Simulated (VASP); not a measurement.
# Sb3Pb (Pm-3m) in VASP: notebook, part 2 of 2

VASP 6.6.1.

**4. Relaxation of cell and atoms, PBE**

The input, INCAR:

```
SYSTEM = Sb3Pb
ALGO = Normal ; EDIFF = 1E-6
EDIFFG = -0.01 ; ENCUT = 600
GGA = PE ; IBRION = 2
ISIF = 3 ; ISMEAR = 0
LASPH = .True. ; LCHARG = .False.
LREAL = .False. ; LWAVE = .False.
NELM = 60 ; NSW = 100
PREC = Accurate ; SIGMA = 0.1
```

The input, KPOINTS:

```
k-points
0
Gamma
  10 10 10
  0 0 0
```

The input, POSCAR:

```
Sb3Pb
1.0
    4.8598533820      0.0000000000      0.0000000000
    0.0000000000      4.8598533820      0.0000000000
    0.0000000000      0.0000000000      4.8598533820
Sb Pb
3 1
Direct
    0.0000000000      0.5000000000      0.5000000000
    0.5000000000      0.0000000000      0.5000000000
    0.5000000000      0.5000000000      0.0000000000
    0.0000000000      0.0000000000      0.0000000000
```

Potentials or basis: VASP PAW PBE potentials, release 64 (Sb, Pb_d).

Started as:

```console
> cat potpaw_PBE.64/Sb/POTCAR potpaw_PBE.64/Pb_d/POTCAR > POTCAR
> mpirun -np 1 vasp_std > vasp.out
```

OUTCAR:

```text
SYSTEM = Sb3Pb
   EDIFF = 1E-6
   EDIFFG = -0.01
   ENCUT = 600
   GGA = PE
   IBRION = 2
   ISIF = 3
   ISMEAR = 0
   LASPH = .True.
   LREAL = .False.
   NELM = 60
   NSW = 100
   PREC = Accurate

 ion  position               nearest neighbor table
   1  0.000  0.500  0.500-   2 3.44   3 3.44   4 3.44   3 3.44   4 3.44   2 3.44   4 3.44   4 3.44
                             2 3.44   3 3.44   3 3.44   2 3.44
   2  0.500  0.000  0.500-   1 3.44   3 3.44   4 3.44   3 3.44   4 3.44   1 3.44   3 3.44   3 3.44
                             1 3.44   4 3.44   4 3.44   1 3.44
   3  0.500  0.500  0.000-   1 3.44   2 3.44   4 3.44   1 3.44   2 3.44   2 3.44   4 3.44   2 3.44
                             1 3.44   4 3.44   1 3.44   4 3.44
   4  0.000  0.000  0.000-   1 3.44   2 3.44   3 3.44   1 3.44   2 3.44   1 3.44   3 3.44   1 3.44
                             2 3.44   3 3.44   2 3.44   3 3.44

  LATTYP: Found a simple cubic cell.
 ALAT       =     4.8598533820

  Lattice vectors:

 A1 = (   4.8598533820,   0.0000000000,   0.0000000000)
 A2 = (   0.0000000000,   4.8598533820,   0.0000000000)
 A3 = (   0.0000000000,   0.0000000000,   4.8598533820)

Analysis of symmetry for initial positions (statically):
=====================================================================
 Subroutine PRICEL returns:
 Original cell was already a primitive cell.

 Routine SETGRP: Setting up the symmetry group for a
 simple cubic supercell.

 Subroutine GETGRP returns: Found 48 space group operations
 (whereof 48 operations were pure point group operations)
 out of a pool of 48 trial point group operations.

The static configuration has the point symmetry O_h .

Analysis of symmetry for dynamics (positions and initial velocities):
=====================================================================
 Subroutine PRICEL returns:
 Original cell was already a primitive cell.

 Routine SETGRP: Setting up the symmetry group for a
 simple cubic supercell.

 Subroutine GETGRP returns: Found 48 space group operations
 (whereof 48 operations were pure point group operations)
 out of a pool of 48 trial point group operations.

The dynamic configuration has the point symmetry O_h .

 Subroutine INISYM returns: Found 48 space group operations
 (whereof 48 operations are pure point group operations),
 and found     1 'primitive' translations

----------------------------------------------------------------------------------------

                                     Primitive cell

  volume of cell :     114.7809

  direct lattice vectors                    reciprocal lattice vectors
     4.859853382  0.000000000  0.000000000     0.205767525  0.000000000  0.000000000
     0.000000000  4.859853382  0.000000000     0.000000000  0.205767525  0.000000000
     0.000000000  0.000000000  4.859853382     0.000000000  0.000000000  0.205767525

  length of vectors
     4.859853382  4.859853382  4.859853382     0.205767525  0.205767525  0.205767525

  position of ions in fractional coordinates (direct lattice)
     0.000000000  0.500000000  0.500000000
     0.500000000  0.000000000  0.500000000
     0.500000000  0.500000000  0.000000000
     0.000000000  0.000000000  0.000000000

  ion indices of the primitive-cell ions
   primitive index   ion index
                 1           1
                 2           2
                 3           3
                 4           4

----------------------------------------------------------------------------------------

[... 57 lines left out ...]
   NGX,Y,Z   is equivalent  to a cutoff of  13.68, 13.68, 13.68 a.u.
   NGXF,Y,Z  is equivalent  to a cutoff of  27.37, 27.37, 27.37 a.u.
 SYSTEM =  Sb3Pb
   PREC   = accura    normal or accurate (medium, high low for compatibility)
   ISTART =      0    job   : 0-new  1-cont  2-samecut
   ICHARG =      2    charge: 1-file 2-atom 10-const
   ISPIN  =      1    spin polarized calculation?
   LNONCOLLINEAR =      F non collinear calculations
   LSORBIT =      F    spin-orbit coupling
   LASPH  =      T    aspherical Exc in radial PAW
   ENCUT  =  600.0 eV  44.10 Ry    6.64 a.u.   9.71  9.71  9.71*2*pi/ulx,y,z
   NELM   =     60;   NELMIN=  2; NELMDL= -5     # of ELM steps
   EDIFF  = 0.1E-05   stopping-criterion for ELM
   LREAL  =      F    real-space projection
   EDIFFG = -.1E-01   stopping-criterion for IOM
   NSW    =    100    number of steps for IOM
   IBRION =      2    ionic relax: 0-MD 1-quasi-New 2-CG
   NFREE  =      1    steps in history (QN), initial steepest desc. (CG)
   ISIF   =      3    stress and relaxation
   ISYM   =      2    0-nonsym 1-usesym 2-fastsym
   POTIM  = 0.5000    time-step for ionic-motion
   TEBEG  =    0.0;   TEEND  =   0.0 temperature during run
   PSTRESS=    0.0 pullay stress
   NELECT =      29.0000    total number of electrons
   NUPDOWN=      -1.0000    fix difference up-down
   EMIN   =  10.00;   EMAX   =-10.00  energy-range for DOS
   EFERMI =   0.00;   METHOD = LEGACY
   ISMEAR =     0;   SIGMA  =   0.10  broadening in eV -4-tet -1-fermi 0-gaus
   EFERMI_NEDOS =   21; number of points for ismear=-14 and -15
   IALGO  =     38    algorithm
   IMIX   =      4    mixing-type and parameters
     AMIX     =   0.40;   BMIX     =  1.00
     AMIX_MAG =   1.60;   BMIX_MAG =  1.00
  volume/ion in A,a.u.               =      28.70       193.64
  Fermi-wavevector in a.u.,A,eV,Ry     =   1.034946  1.955764 14.573378  1.071113
  Thomas-Fermi vector in A             =   2.169266
   LORBIT       =      0    0 simple, 1 ext, 2 COOP (PROOUT), +10 PAW based schemes
   GGA     = PE    functional components
   LHFCALC =     F    Hartree Fock is set to
   AEXX    =    0.0000 exact exchange contribution
   IVDW    =     0    specifies the selected vdW correction
   LEPSILON=     F    determine dielectric tensor
   LRPA    =     F    only Hartree local field effects (RPA)
 conjugate gradient relaxation of ions
 non-spin polarized calculation
 Gauss-broadening in eV      SIGMA  =   0.10
  energy-cutoff  :      600.00
  volume of cell :      114.78
 maximum number of plane-waves:      3887
 NGX is ok and might be reduce to    40
   NGX = 19   NGY = 19   NGZ = 19

--------------------------------------- Ionic step        1  -------------------------------------------

 number of electron      28.9999995 magnetization

 Free energy of the ion-electron system (eV)
  ---------------------------------------------------
  ext. energy  EPLUGINS =         0.00000000
  ---------------------------------------------------
  free energy    TOTEN  =       -15.14794274 eV

  energy without entropy =      -15.13343591  energy(sigma->0) =      -15.14068933

------------------------ aborting loop because EDIFF is reached ----------------------------------------

  FORCE on cell =-STRESS in cart. coord.  units (eV):
  Direction    XX          YY          ZZ          XY          YZ          ZX
  --------------------------------------------------------------------------------------
  -------------------------------------------------------------------------------------
  Total        0.3160230      0.3160230      0.3160230     -0.0000000     -0.0000000     -0.0000000
  in kB        4.4112309      4.4112309      4.4112309     -0.0000000     -0.0000000     -0.0000000
  external PRESSURE =       4.4112309 kB  Pullay stress =       0.0000000 kB
[... 63 lines left out ...]
--------------------------------------- Ionic step        3  -------------------------------------------

 number of electron      28.9999993 magnetization

 Free energy of the ion-electron system (eV)
  ---------------------------------------------------
  ext. energy  EPLUGINS =         0.00000000
  ---------------------------------------------------
  free energy    TOTEN  =       -15.14929363 eV

  energy without entropy =      -15.13484009  energy(sigma->0) =      -15.14206686

 E-fermi :   7.7558     XC(G=0): -10.0341

 val. band max:        7.7452526595   @ k =   0.4000   0.2000   0.1000
 cond. band min:       7.7805102001   @ k =   0.4000   0.2000   0.0000
 fundamental gap:      0.0352575406
 Fermi energy:         7.7558406023

 k-point     1 :       0.0000    0.0000    0.0000
  band No.  band energies     occupation
      1      -9.4749      2.00000
      2      -9.4749      2.00000
      3      -9.4654      2.00000
      4      -9.4654      2.00000
      5      -9.4654      2.00000
      6      -4.6348      2.00000
[... 481 lines left out ...]
      5      -9.4655      2.00000
      6      -3.9489      2.00000
[... 10 lines left out ...]
     17       8.3351      0.00000
     18       9.1942      0.00000

 [... further k-points ...]

------------------------ aborting loop because EDIFF is reached ----------------------------------------

  FORCE on cell =-STRESS in cart. coord.  units (eV):
  Direction    XX          YY          ZZ          XY          YZ          ZX
  --------------------------------------------------------------------------------------
  -------------------------------------------------------------------------------------
  Total        0.0029007      0.0029007      0.0029007      0.0000000     -0.0000000     -0.0000000
  in kB        0.0401436      0.0401436      0.0401436      0.0000000     -0.0000000     -0.0000000
  external PRESSURE =       0.0401436 kB  Pullay stress =       0.0000000 kB
[... 19 lines left out ...]
  FREE ENERGIE OF THE ION-ELECTRON SYSTEM (eV)
  ---------------------------------------------------
  free  energy   TOTEN  =       -15.1492936274 eV

  energy  without entropy=      -15.1348400870  energy(sigma->0) =      -15.14206686

 reached required accuracy - stopping structural energy minimisation
```

OSZICAR:

```text
N       E                     dE             d eps       ncg     rms          rms(c)
DAV:   1     0.236014694794E+03    0.23601E+03   -0.12391E+04  2016   0.156E+03
DAV:   2     0.514497023465E+01   -0.23087E+03   -0.22711E+03  2188   0.362E+02
[... 21 lines left out ...]
DAV:   1    -0.151507340283E+02   -0.15926E-02   -0.49305E-02  2142   0.325E+00    0.195E-01
DAV:   2    -0.151495154350E+02    0.12186E-02   -0.27567E-03  2202   0.823E-01    0.770E-02
DAV:   3    -0.151492913007E+02    0.22413E-03   -0.95622E-04  2250   0.442E-01    0.108E-02
DAV:   4    -0.151492920011E+02   -0.70042E-06   -0.34909E-05  2618   0.576E-02    0.465E-03
DAV:   5    -0.151492932595E+02   -0.12584E-05   -0.75087E-06  2146   0.363E-02    0.345E-03
DAV:   6    -0.151492936274E+02   -0.36783E-06   -0.73367E-07  1118   0.141E-02
   3 F= -.15149294E+02 E0= -.15142067E+02  d E =-.135088E-02
```

It took 1.7 min on 1 thread of Intel Xeon 6975P-C (Granite Rapids), shared host; peak memory 0.34 GiB.

What came out:

- Free energy: -15.1493 eV
- Relaxed volume: 28.94 Å³/atom
- Relaxed cell: a = 4.874 Å, b = 4.874 Å, c = 4.874 Å, α = 90.00°, β = 90.00°, γ = 90.00°
- Space group after relaxing (to 0.1 Å): Pm-3m (No. 221)
- Energy gained by relaxing: 0.3 meV/atom
- Ionic steps: 3
- Pressure after relaxing: 0.0 GPa
- Band gap on the k mesh: zero (an odd number of electrons rules out a gap without spin polarisation)

The path:
| step | energy change (eV) | largest force (eV/Å) | pressure (GPa) | volume (Å³) |
| --- | --- | --- | --- | --- |
| 1 | 0.0000 | 0.0000 | 0.44 | 114.78 |
| 2 | -0.0012 | 0.0000 | -0.13 | 116.10 |
| 3 | -0.0014 | 0.0000 | 0.00 | 115.77 |

Final structure:
```
CELL_PARAMETERS angstrom
4.87379 0.00000 0.00000
0.00000 4.87379 0.00000
0.00000 0.00000 4.87379
ATOMIC_POSITIONS crystal
Sb 0.00000 0.50000 0.50000
Sb 0.50000 0.00000 0.50000
Sb 0.50000 0.50000 0.00000
Pb 0.00000 0.00000 0.00000
```

Caveat: spin-orbit coupling is left out, which moves the levels of the heavy elements.

**5. Summary**

| task | cell | k mesh | cutoff (eV) | gap on the mesh (eV) | pressure (GPa) |
| --- | --- | --- | --- | --- | --- |
| single point | a = 4.860 Å, 4 atoms | 4 × 4 × 4 | 520 | none | 1.1 |
| single point | a = 4.877 Å, 4 atoms | 10 × 10 × 10 | 520 | none | -0.1 |
| relaxation of cell and atoms | relaxed from a = 4.860 Å, 4 atoms | 10 × 10 × 10 | 600 | none | 0.0 |

Alike in all rows: level PBE; potentials or basis VASP PAW PBE potentials, release 64 (Sb, Pb_d); no spin polarisation; smearing gaussian 0.1 eV.

Caveats: spin-orbit coupling is left out, which moves the levels of the heavy elements.

Absolute energies hang on the potentials; compare differences alone.

The gap in the log of VASP goes by the Fermi energy; the results here count the filled bands.